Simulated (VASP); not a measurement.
# PbS in VASP: a series of runs, part 3 of 3

VASP 6.6.1. The steps go on from the part before.

## Step 6: Electric field gradients, PBE (equal xx and yy strain of +1 %)

Contents of INCAR:

```
SYSTEM = PbS
ALGO     = Normal         ! electronic algorithm
EDIFF    = 1E-8           ! SCF threshold, eV
ENCUT    = 520            ! plane-wave cutoff, eV
GGA      = PE             ! functional
ISIF     = 2              ! what is computed and relaxed
ISMEAR   = -1             ! smearing method
LASPH    = .TRUE.         ! aspherical terms in the spheres
LCHARG   = .FALSE.        ! write CHGCAR
LEFG     = .TRUE.       
LREAL    = .FALSE.        ! projectors in reciprocal space
LWAVE    = .FALSE.        ! write WAVECAR
NBANDS   = 17             ! bands
NELM     = 100            ! most SCF steps
PREC     = Accurate       ! precision mode
SIGMA    = 0.01           ! smearing width, eV
```

Contents of KPOINTS:

```
k-points
0
G
  8 8 8
  0 0 0
```

Contents of POSCAR:

```
PbS
1.0
    0.0000000000      2.9946500000      2.9650000000
    2.9946500000      0.0000000000      2.9650000000
    2.9946500000      2.9946500000      0.0000000000
Pb S
1 1
Direct
    0.0000000000      0.0000000000      0.0000000000
    0.5000000000      0.5000000000      0.5000000000
```

Potentials or basis: VASP PAW PBE potentials, release 64 (Pb_d, S).

Run with:

```bash
$ cat potpaw_PBE.64/Pb_d/POTCAR potpaw_PBE.64/S/POTCAR > POTCAR
$ mpirun -np 1 vasp_std > vasp.out
```

OUTCAR:

```text
SYSTEM = PbS
   EDIFF = 1E-8
   ENCUT = 520
   GGA = PE
   ISIF = 2
   ISMEAR = -1
   LASPH = .TRUE.
   LREAL = .FALSE.
   NELM = 100
   PREC = Accurate

 ion  position               nearest neighbor table
   1  0.000  0.000  0.000-   2 2.96   2 2.96   2 2.99   2 2.99   2 2.99   2 2.99
   2  0.500  0.500  0.500-   1 2.96   1 2.96   1 2.99   1 2.99   1 2.99   1 2.99

  LATTYP: Found a body centered tetragonal cell.
 ALAT       =     4.2350746446
 C/A-ratio  =     1.4002114479

  Lattice vectors:

 A1 = (   0.0000000000,  -2.9946500000,  -2.9650000000)
 A2 = (   0.0000000000,   2.9946500000,  -2.9650000000)
 A3 = (   2.9946500000,   0.0000000000,   2.9650000000)

Analysis of symmetry for initial positions (statically):
=====================================================================
 Subroutine PRICEL returns:
 Original cell was already a primitive cell.

 Routine SETGRP: Setting up the symmetry group for a
 body centered tetragonal supercell.

 Subroutine GETGRP returns: Found 16 space group operations
 (whereof 16 operations were pure point group operations)
 out of a pool of 16 trial point group operations.

The static configuration has the point symmetry D_4h.

Analysis of symmetry for dynamics (positions and initial velocities):
=====================================================================
 Subroutine PRICEL returns:
 Original cell was already a primitive cell.

 Routine SETGRP: Setting up the symmetry group for a
 body centered tetragonal supercell.

 Subroutine GETGRP returns: Found 16 space group operations
 (whereof 16 operations were pure point group operations)
 out of a pool of 16 trial point group operations.

The dynamic configuration has the point symmetry D_4h.

 Subroutine INISYM returns: Found 16 space group operations
 (whereof 16 operations are pure point group operations),
 and found     1 'primitive' translations

----------------------------------------------------------------------------------------

                                     Primitive cell

  volume of cell :      53.1798

  direct lattice vectors                    reciprocal lattice vectors
     0.000000000  2.994650000  2.965000000    -0.166964420  0.166964420  0.168634064
     2.994650000  0.000000000  2.965000000     0.166964420 -0.166964420  0.168634064
     2.994650000  2.994650000  0.000000000     0.166964420  0.166964420 -0.168634064

  length of vectors
     4.214161082  4.214161082  4.235074645     0.290158030  0.290158030  0.290158030

  position of ions in fractional coordinates (direct lattice)
     0.000000000  0.000000000  0.000000000
     0.500000000  0.500000000  0.500000000

  ion indices of the primitive-cell ions
   primitive index   ion index
                 1           1
                 2           2

----------------------------------------------------------------------------------------

 KPOINTS: k-points

Automatic generation of k-mesh.
 Grid dimensions read from file:
[... 65 lines left out ...]
   EDIFF  = 0.1E-07   stopping-criterion for ELM
   LREAL  =      F    real-space projection
   EDIFFG = 0.1E-06   stopping-criterion for IOM
   NSW    =      0    number of steps for IOM
   IBRION =     -1    ionic relax: 0-MD 1-quasi-New 2-CG
   NFREE  =      0    steps in history (QN), initial steepest desc. (CG)
   ISIF   =      2    stress and relaxation
   ISYM   =      2    0-nonsym 1-usesym 2-fastsym
   POTIM  = 0.5000    time-step for ionic-motion
   TEBEG  =    0.0;   TEEND  =   0.0 temperature during run
   PSTRESS=    0.0 pullay stress
   NELECT =      20.0000    total number of electrons
   NUPDOWN=      -1.0000    fix difference up-down
   EMIN   =  10.00;   EMAX   =-10.00  energy-range for DOS
   EFERMI =   0.00;   METHOD = LEGACY
   ISMEAR =    -1;   SIGMA  =   0.01  broadening in eV -4-tet -1-fermi 0-gaus
   EFERMI_NEDOS =   21; number of points for ismear=-14 and -15
   IALGO  =     38    algorithm
   IMIX   =      4    mixing-type and parameters
     AMIX     =   0.40;   BMIX     =  1.00
     AMIX_MAG =   1.60;   BMIX_MAG =  1.00
  volume/ion in A,a.u.               =      26.59       179.44
  Fermi-wavevector in a.u.,A,eV,Ry     =   1.181687  2.233065 18.998968  1.396385
  Thomas-Fermi vector in A             =   2.317956
   LORBIT       =      0    0 simple, 1 ext, 2 COOP (PROOUT), +10 PAW based schemes
   GGA     = PE    functional components
   LHFCALC =     F    Hartree Fock is set to
   AEXX    =    0.0000 exact exchange contribution
   IVDW    =     0    specifies the selected vdW correction
   LEPSILON=     F    determine dielectric tensor
   LRPA    =     F    only Hartree local field effects (RPA)
 non-spin polarized calculation
  energy-cutoff  :      520.00
  volume of cell :       53.18
 maximum number of plane-waves:      1451
   NGX = 15   NGY = 15   NGZ = 15

 number of electron      20.0000001 magnetization

 Free energy of the ion-electron system (eV)
  ---------------------------------------------------
  ext. energy  EPLUGINS =         0.00000000
  ---------------------------------------------------
  free energy    TOTEN  =        -8.76507561 eV

  energy without entropy =       -8.76507561  energy(sigma->0) =       -8.76507561

 E-fermi :   5.7896     XC(G=0):  -9.5923

 val. band max:        5.5544860388   @ k =   0.5000   0.0000   0.0000
 cond. band min:       5.9848058641   @ k =   0.5000   0.0000   0.0000
 fundamental gap:      0.4303198253
 Fermi energy:         5.7896262161

 k-point     1 :       0.0000    0.0000    0.0000
  band No.  band energies     occupation
      1     -11.2236      2.00000
      2     -11.2206      2.00000
      3     -11.2206      2.00000
      4     -11.2084      2.00000
      5     -11.2012      2.00000
      6      -7.8540      2.00000
[... 457 lines left out ...]
      4     -11.1942      2.00000
      5     -11.1794      2.00000
      6      -6.9598      2.00000
[... 9 lines left out ...]
     16      15.3191      0.00000
     17      17.2366      0.00000

 [... further k-points ...]
[... 5 lines left out ...]
  --------------------------------------------------------------------------------------
  -------------------------------------------------------------------------------------
  Total        0.2082575      0.2082575      0.6097329      0.0000000      0.0000000     -0.0000000
  in kB        6.2742864      6.2742864     18.3697554      0.0000000      0.0000000     -0.0000000
  external PRESSURE =      10.3061094 kB  Pullay stress =       0.0000000 kB

 VOLUME and BASIS-vectors are now :
 -----------------------------------------------------------------------------
  energy-cutoff  :      520.00
  volume of cell :       53.18
      direct lattice vectors                 reciprocal lattice vectors
     0.000000000  2.994650000  2.965000000    -0.166964420  0.166964420  0.168634064
     2.994650000  0.000000000  2.965000000     0.166964420 -0.166964420  0.168634064
     2.994650000  2.994650000  0.000000000     0.166964420  0.166964420 -0.168634064

 POSITION                                       TOTAL-FORCE (eV/Angst)
 -----------------------------------------------------------------------------------
      0.00000      0.00000      0.00000        -0.000000      0.000000      0.000000
      2.99465      2.99465      2.96500         0.000000     -0.000000     -0.000000
 -----------------------------------------------------------------------------------
    total drift:                                0.000000     -0.000000     -0.000000

  FREE ENERGIE OF THE ION-ELECTRON SYSTEM (eV)
  ---------------------------------------------------
  free  energy   TOTEN  =        -8.7650756080 eV

  energy  without entropy=       -8.7650756080  energy(sigma->0) =       -8.76507561

 Electric field gradients (V/A^2)
---------------------------------------------------------------------
 ion       V_xx      V_yy      V_zz      V_xy      V_xz      V_yz
---------------------------------------------------------------------
   1      14.461    14.461   -28.923    -0.001    -0.001    -0.001
   2       0.555     0.555    -1.111    -0.000    -0.001    -0.001
---------------------------------------------------------------------

 Electric field gradients after diagonalization (V/A^2)
 (convention: |V_zz| > |V_xx| > |V_yy|)
----------------------------------------------------------------------
 ion       V_xx      V_yy      V_zz     asymmetry (V_yy - V_xx)/ V_zz
----------------------------------------------------------------------
   1      14.462    14.461   -28.923       0.000
   2       0.556     0.555    -1.111       0.001
----------------------------------------------------------------------

           NMR quadrupolar parameters

 Cq : quadrupolar parameter    Cq=e*Q*V_zz/h
 eta: asymmetry parameters     (V_yy - V_xx)/ V_zz
 Q  : nuclear electric quadrupole moment in mb (millibarn)
----------------------------------------------------------------------
 ion       Cq(MHz)       eta       Q (mb)
----------------------------------------------------------------------
   1      -0.070       0.000       1.000
   2      -0.003       0.001       1.000
----------------------------------------------------------------------
```

Run time: 41 s. Hardware: 1 thread of Intel Xeon Platinum 8259CL at 2.50GHz (Skylake/Cascade Lake), shared host; peak memory 0.21 GiB.

What came out:

| Property | Result |
| --- | --- |
| Free energy | -8.7651 eV |
| Pressure | 1.0 GPa |
| Band gap on the k mesh | 0.43 eV, direct |

Levels at points of the mesh, in eV from the valence-band top:
```csv
k point,band 7,band 8,band 9,band 10,band 11,band 12,band 13,band 14
"(0.00, 0.00, 0.00)",-6.05,-2.11,-2.03,-2.03,5.10,5.10,5.32,6.78
"(0.50, 0.00, 0.00)",-8.72,-1.69,-1.67,0.00,0.43,1.99,2.05,8.66
"(0.50, 0.50, 0.00)",-7.19,-5.03,-3.31,-3.31,3.94,5.59,5.59,5.61
"(0.50, 0.00, 0.50)",-7.14,-5.01,-3.34,-3.24,3.98,5.49,5.54,5.76
```

Electric field gradients, principal values (V/Å²):
```tsv
atom	least	middle	greatest (by size)
1 Pb	14.461	14.462	-28.923
2 S	0.555	0.556	-1.111
```

Caveat: the cell differs from its parent crystal (equal xx and yy strain of +1 %); without QUAD_EFG the Cq values of the log hold for a quadrupole moment of 1 mb, not for the nuclei; spin-orbit coupling is left out, which moves the levels of the heavy elements. A k mesh can miss the band edges.

## Step 7: Electric field gradients, PBE (equal xx and yy strain of +1 %)

Contents of INCAR:

```
PREC = Accurate ; ENCUT = 520
EDIFF = 1E-8 ; ISMEAR = -1
SIGMA = 0.01 ; LREAL = F
LASPH = T ; NELM = 60
ALGO = Normal ; ISIF = 2
LWAVE = F ; LCHARG = F
GGA = PE ; LEFG = T
NBANDS = 17
```

Contents of KPOINTS:

```
regular mesh
0
Gamma
  8 8 8
```

POSCAR is that of step 6.

Potentials or basis: VASP PAW PBE potentials, release 64 (Pb_d, S).

Run with:

```bash
$ cat potpaw_PBE.64/Pb_d/POTCAR potpaw_PBE.64/S/POTCAR > POTCAR
$ mpirun -np 1 vasp_std > vasp.out
```

OUTCAR:

```text
PREC = Accurate
   ENCUT = 520
   EDIFF = 1E-8
   ISMEAR = -1
   LREAL = F
   LASPH = T
   NELM = 60
   ISIF = 2
   GGA = PE

 ion  position               nearest neighbor table
   1  0.000  0.000  0.000-   2 2.96   2 2.96   2 2.99   2 2.99   2 2.99   2 2.99
   2  0.500  0.500  0.500-   1 2.96   1 2.96   1 2.99   1 2.99   1 2.99   1 2.99

  LATTYP: Found a body centered tetragonal cell.
 ALAT       =     4.2350746446
 C/A-ratio  =     1.4002114479

  Lattice vectors:

 A1 = (   0.0000000000,  -2.9946500000,  -2.9650000000)
 A2 = (   0.0000000000,   2.9946500000,  -2.9650000000)
 A3 = (   2.9946500000,   0.0000000000,   2.9650000000)

Analysis of symmetry for initial positions (statically):
=====================================================================
 Subroutine PRICEL returns:
 Original cell was already a primitive cell.
[... 670 lines left out ...]
  energy-cutoff  :      520.00
  volume of cell :       53.18
      direct lattice vectors                 reciprocal lattice vectors
     0.000000000  2.994650000  2.965000000    -0.166964420  0.166964420  0.168634064
     2.994650000  0.000000000  2.965000000     0.166964420 -0.166964420  0.168634064
     2.994650000  2.994650000  0.000000000     0.166964420  0.166964420 -0.168634064

 POSITION                                       TOTAL-FORCE (eV/Angst)
 -----------------------------------------------------------------------------------
      0.00000      0.00000      0.00000        -0.000000      0.000000      0.000000
      2.99465      2.99465      2.96500         0.000000     -0.000000     -0.000000
 -----------------------------------------------------------------------------------
    total drift:                                0.000000     -0.000000     -0.000000

  FREE ENERGIE OF THE ION-ELECTRON SYSTEM (eV)
  ---------------------------------------------------
  free  energy   TOTEN  =        -8.7650756080 eV

  energy  without entropy=       -8.7650756080  energy(sigma->0) =       -8.76507561

 Electric field gradients (V/A^2)
---------------------------------------------------------------------
 ion       V_xx      V_yy      V_zz      V_xy      V_xz      V_yz
---------------------------------------------------------------------
   1      14.461    14.461   -28.923    -0.001    -0.001    -0.001
   2       0.555     0.555    -1.111    -0.000    -0.001    -0.001
---------------------------------------------------------------------

 Electric field gradients after diagonalization (V/A^2)
 (convention: |V_zz| > |V_xx| > |V_yy|)
----------------------------------------------------------------------
 ion       V_xx      V_yy      V_zz     asymmetry (V_yy - V_xx)/ V_zz
----------------------------------------------------------------------
   1      14.462    14.461   -28.923       0.000
   2       0.556     0.555    -1.111       0.001
----------------------------------------------------------------------

           NMR quadrupolar parameters

 Cq : quadrupolar parameter    Cq=e*Q*V_zz/h
 eta: asymmetry parameters     (V_yy - V_xx)/ V_zz
 Q  : nuclear electric quadrupole moment in mb (millibarn)
----------------------------------------------------------------------
 ion       Cq(MHz)       eta       Q (mb)
----------------------------------------------------------------------
   1      -0.070       0.000       1.000
   2      -0.003       0.001       1.000
----------------------------------------------------------------------
```

OSZICAR:

```text
N       E                     dE             d eps       ncg     rms          rms(c)
DAV:   1     0.159366250862E+03    0.15937E+03   -0.96894E+03  2006   0.124E+03
DAV:   2     0.341606658082E+01   -0.15595E+03   -0.14997E+03  2126   0.311E+02
DAV:   3    -0.895317742634E+01   -0.12369E+02   -0.12259E+02  2695   0.928E+01
DAV:   4    -0.925316931992E+01   -0.29999E+00   -0.29973E+00  2568   0.160E+01
DAV:   5    -0.926478338430E+01   -0.11614E-01   -0.11613E-01  2976   0.304E+00    0.450E+00
DAV:   6    -0.876059198658E+01    0.50419E+00   -0.14493E+00  3172   0.801E+00    0.316E+00
DAV:   7    -0.876166244918E+01   -0.10705E-02   -0.14491E-01  2345   0.189E+00    0.184E+00
DAV:   8    -0.876542963801E+01   -0.37672E-02   -0.17023E-02  2371   0.139E+00    0.298E-01
DAV:   9    -0.876487074643E+01    0.55889E-03   -0.37013E-03  3218   0.524E-01    0.857E-02
DAV:  10    -0.876506746750E+01   -0.19672E-03   -0.39105E-04  2318   0.114E-01    0.589E-02
DAV:  11    -0.876507460341E+01   -0.71359E-05   -0.62966E-05  2789   0.853E-02    0.163E-02
DAV:  12    -0.876507551279E+01   -0.90938E-06   -0.44346E-06  2654   0.216E-02    0.339E-03
DAV:  13    -0.876507551807E+01   -0.52803E-08   -0.21506E-07  2733   0.472E-03    0.882E-04
DAV:  14    -0.876507557754E+01   -0.59466E-07   -0.13000E-07  2372   0.192E-03    0.580E-04
DAV:  15    -0.876507559578E+01   -0.18249E-07   -0.40329E-09  2321   0.862E-04    0.253E-04
DAV:  16    -0.876507560692E+01   -0.11137E-07   -0.79996E-10  1426   0.201E-04    0.963E-05
DAV:  17    -0.876507560797E+01   -0.10457E-08   -0.81774E-11  1363   0.111E-04
   1 F= -.87650756E+01 E0= -.87650756E+01  d E =-.109357E-10
```

It took 41 s on 1 thread of Intel Xeon Platinum 8259CL at 2.50GHz (Skylake/Cascade Lake), shared host; peak memory 0.21 GiB.

Results:

- Free energy: -8.7651 eV
- Pressure: 1.0 GPa
- Band gap on the k mesh: 0.43 eV, direct

Electric field gradients, principal values (V/Å²):
| atom | least | middle | greatest (by size) |
| --- | --- | --- | --- |
| 1 Pb | 14.461 | 14.462 | -28.923 |
| 2 S | 0.555 | 0.556 | -1.111 |

Caveat: the cell differs from its parent crystal (equal xx and yy strain of +1 %); without QUAD_EFG the Cq values of the log hold for a quadrupole moment of 1 mb, not for the nuclei; spin-orbit coupling is left out, which moves the levels of the heavy elements. A k mesh can miss the band edges.

## Step 8: The runs side by side

```tsv
cell	cutoff (eV)	gap on the mesh (eV)	pressure (GPa)
a = 4.262 Å, angles 60.0°, 2 atoms	520	0.53	-0.5
a = 4.235 Å, angles 58.7°, 2 atoms	400	0.18	2.2
a = 4.151, b = 4.151, c = 4.109 Å, angles 60.3, 60.3, 59.3°, 2 atoms	520	0.19	5.0
a = 4.214, b = 4.214, c = 4.235 Å, angles 59.8, 59.8, 60.3°, 2 atoms	520	0.43	1.0
```

Alike in all rows: task electric field gradients; level PBE; potentials or basis VASP PAW PBE potentials, release 64 (Pb_d, S); no spin polarisation; k mesh 8 × 8 × 8; smearing fermi-dirac 0.01 eV.

Caveats: spin-orbit coupling is left out, which moves the levels of the heavy elements.

Absolute energies hang on the potentials; compare differences alone.
